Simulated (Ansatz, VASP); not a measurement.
## Two plane-wave programs on TePb

```
Te Pb
1.0
     0.00000    3.22450    3.22450
     3.22450    0.00000    3.22450
     3.22450    3.22450    0.00000
Te Pb
1 1
Direct
  0.50000 0.50000 0.50000
  0.00000 0.00000 0.00000
```

Alike in both runs: functional r2SCAN; k mesh 8 × 8 × 8; occupations fermi-dirac, width 0.02 eV; no spin polarisation.

Ansatz relaxed the structure, and its values are those at the end. VASP's run is a single point on that final structure, the one shown.

|  | VASP | Ansatz |
| --- | --- | --- |
| version | VASP 6.6.1 | Ansatz 0.2.0 |
| potentials or method | VASP PAW PBE potentials, release 64 (Te, Pb_d), cutoff 520 eV | PAW plane waves |
| valence electrons in the cell | 20 | 30 |

```tsv
	VASP	Ansatz	Ansatz less VASP
gap on the k mesh at the Fermi level (eV)	1.01	1.01	+0.004
pressure (GPa)	1.8	1.9	+0.03
```

VASP's potentials were made for PBE, not for r2SCAN. The functional is the same, so the differences come from potentials, cutoffs and numerics. VASP's potentials hold 20 valence electrons a cell and Ansatz's 30, so a difference there can come from the potentials and not from the codes. Ansatz's warnings: stress scf threshold loose.

Spin-orbit coupling is off throughout.
